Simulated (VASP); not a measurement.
Cu3C:

```
Cu C
1.0
     3.87905    0.00000    0.00000
     0.00000    3.87905    0.00000
     0.00000    0.00000    3.87905
Cu C
3 1
Direct
  0.50000 0.00000 0.00000
  0.00000 0.50000 0.00000
  0.00000 0.00000 0.50000
  0.00000 0.00000 0.00000
```

- Program: VASP 6.6.1
- Task: relaxation of cell and atoms
- Functional: PBE
- Potentials or basis: VASP PAW PBE potentials, release 64 (Cu, C)
- Cutoff: 600 eV
- k mesh: 5 × 5 × 5
- Occupations: gaussian, width 0.2 eV
- Spin: no spin polarisation

At the start: pressure -2.9 GPa; volume 14.59 Å³/atom.

Question: Where does the relaxation end?

Answer: Over 3 steps the energy falls by 3.6 meV/atom and the volume is 14.20 Å³/atom (-2.7 %); space group Pm-3m (No. 221, to 0.05 Å).

The path:
```csv
step,energy change (eV),largest force (eV/Å),pressure (GPa),volume (Å³)
1,0.0000,0.0000,-2.88,58.37
2,-0.0118,0.0000,1.30,56.18
3,-0.0143,0.0000,0.01,56.81
```

Final structure:
```
Cu C
1.0
     3.84431    0.00000    0.00000
     0.00000    3.84431    0.00000
     0.00000    0.00000    3.84431
Cu C
3 1
Direct
  0.50000 0.00000 0.00000
  0.00000 0.50000 0.00000
  0.00000 0.00000 0.50000
  0.00000 0.00000 0.00000
```
